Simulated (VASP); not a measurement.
Input of a VASP 6.6.1 run:

The input INCAR:

```
ALGO     = Normal         # electronic algorithm
EDIFF    = 1E-7           # SCF threshold, eV
ENCUT    = 520            # plane-wave cutoff, eV
GGA      = PS             # functional
ISIF     = 2              # what is computed and relaxed
ISMEAR   = -1             # smearing method
LASPH    = True           # aspherical terms in the spheres
LCHARG   = False          # write CHGCAR
LREAL    = False          # projectors in reciprocal space
LWAVE    = False          # write WAVECAR
NBANDS   = 13             # bands
NELM     = 100            # most SCF steps
PREC     = Accurate       # precision mode
SIGMA    = 0.1            # smearing width, eV
```

The input KPOINTS:

```
k-points
0
Gamma
  7 7 27
```

Contents of POSCAR:

```
C
1.0
    6.1495612085      0.0000000001      0.0000000000
   -3.0747806043      5.3256762287      0.0000000000
    0.0000000000      0.0000000000      1.3321312789
C
3
Direct
    1.0000000000      0.0000000000      0.0000000000
    0.3333333333      0.6666666667      0.5000000000
    0.6666666667      0.3333333333      0.5000000000
```

Potentials or basis: VASP PAW PBE potentials, release 64 (C).

Run with:

```bash
$ cat potpaw_PBE.64/C/POTCAR > POTCAR
$ mpirun -np 1 vasp_std > vasp.out
```

**Question.** What does it give for the pressure?

**Answer.** -16.2 GPa.

**Question.** Estimate the band gap on the k mesh.

**Answer.** Zero (band 6 reaches 7.97 eV, above the bottom of band 7 at -5.03 eV).

Stress tensor (GPa, compression positive):
```
  0.40   0.00   0.00
  0.00   0.40   0.00
  0.00   0.00 -49.31
```

Caveat: the PAW data sets were made with another functional, which shifts forces and pressure a little.
